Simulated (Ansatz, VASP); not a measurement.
Given: the input of a run of VASP 6.6.1 on HfO2.

The input INCAR:

```
SYSTEM = HfO2
  PREC = Accurate
  ENCUT = 520
  EDIFF = 1E-6
  ISMEAR = -1
  SIGMA = 0.05
  LREAL = .FALSE.
  LASPH = .TRUE.
  NELM = 100
  ALGO = Normal
  ISIF = 2
  LWAVE = .FALSE.
  LCHARG = .TRUE.
  GGA = PE
  IVDW = 12
  LELF = .TRUE.
  LVHAR = .TRUE.
  NBANDS = 56
```

The input KPOINTS:

```
Automatic mesh
0
G
  5 6 5
  0 0 0
```

POSCAR

```
HfO2
1.0
    5.1129138024      0.0000000000      0.0000000000
    0.0000000000      4.9025969881      0.0000000000
    0.0000000000      0.0000000000      4.9299483645
Hf O
4 8
Direct
    0.9669940000      0.7325208200      0.7414403500
    0.5330060000      0.7325208200      0.2414403500
    0.4669940000      0.2674791800      0.7414403500
    0.0330060000      0.2674791800      0.2414403500
    0.6321274500      0.9286454000      0.8792672600
    0.8678725500      0.9286454000      0.3792672600
    0.2339485200      0.5398830500      0.4922923900
    0.2660514800      0.5398830500      0.9922923900
    0.7660514800      0.4601169500      0.9922923900
    0.7339485200      0.4601169500      0.4922923900
    0.1321274500      0.0713546000      0.8792672600
    0.3678725500      0.0713546000      0.3792672600
```

Potentials or basis: VASP PAW PBE potentials, release 64 (Hf_pv, O).

Launch:

```bash
$ cat potpaw_PBE.64/Hf_pv/POTCAR potpaw_PBE.64/O/POTCAR > POTCAR
$ mpirun -np 1 vasp_std > vasp.out
```

Task: Set up the same calculation for Ansatz 0.2.0. Potentials there: Ansatz PAW.

Result: As run (the cutoff follows the program's own potentials):

input.yaml

```yaml
crystal:
  lattice:
    - [5.1129138024, 0.0, 0.0]
    - [0.0, 4.9025969881, 0.0]
    - [0.0, 0.0, 4.9299483645]
  atoms:
    - { symbol: Hf, position: [0.966994, 0.73252082, 0.74144035] }
    - { symbol: Hf, position: [0.533006, 0.73252082, 0.24144035] }
    - { symbol: Hf, position: [0.466994, 0.26747918, 0.74144035] }
    - { symbol: Hf, position: [0.033006, 0.26747918, 0.24144035] }
    - { symbol: O, position: [0.63212745, 0.9286454, 0.87926726] }
    - { symbol: O, position: [0.86787255, 0.9286454, 0.37926726] }
    - { symbol: O, position: [0.23394852, 0.53988305, 0.49229239] }
    - { symbol: O, position: [0.26605148, 0.53988305, 0.99229239] }
    - { symbol: O, position: [0.76605148, 0.46011695, 0.99229239] }
    - { symbol: O, position: [0.73394852, 0.46011695, 0.49229239] }
    - { symbol: O, position: [0.13212745, 0.0713546, 0.87926726] }
    - { symbol: O, position: [0.36787255, 0.0713546, 0.37926726] }
hamiltonian:
  xc: pbe
  pseudopotentials: { kind: paw }
  dispersion: d3bj
kpoints:
  mp_grid: { grid: [5, 6, 5] }
scf:
  occupations: { method: fermi_dirac, width: 0.05 }
output:
  forces: true
  stress: true
  eigenvalues: true
```

Potentials or basis: Ansatz PAW.

Run with:

```console
$ ansatz run input.yaml --threads 2 --pin off --max-ram 5120MiB --backend cpu --events-out ev --progress --plain --runs-dir out
```

Both were run:

|  | VASP | Ansatz | Ansatz less VASP |
| --- | --- | --- | --- |
| gap on the k mesh at the Fermi level (eV) | 4.65 | 4.69 | +0.038 |
| least direct gap on the mesh (eV) | 4.85 | 4.88 | +0.028 |
| pressure (GPa) | 21.6 | 25.4 | +3.82 |
| traceless stress, the component that is largest in VASP (GPa) | 1.03 | 0.98 | -0.053 |
| rms of the force components (eV/Å) | 0.160 | 0.184 | +0.0240 |

Atom by atom the forces differ by 0.034 eV/Å (rms over components). VASP's potentials hold 88 valence electrons a cell and Ansatz's 152, so a difference there can come from the potentials and not from the codes.

Neither program's run includes spin-orbit coupling. Noted on Ansatz's run: odd divisions of the mesh miss points on the zone boundary, where band edges often lie, so the gap on the mesh can be too wide.
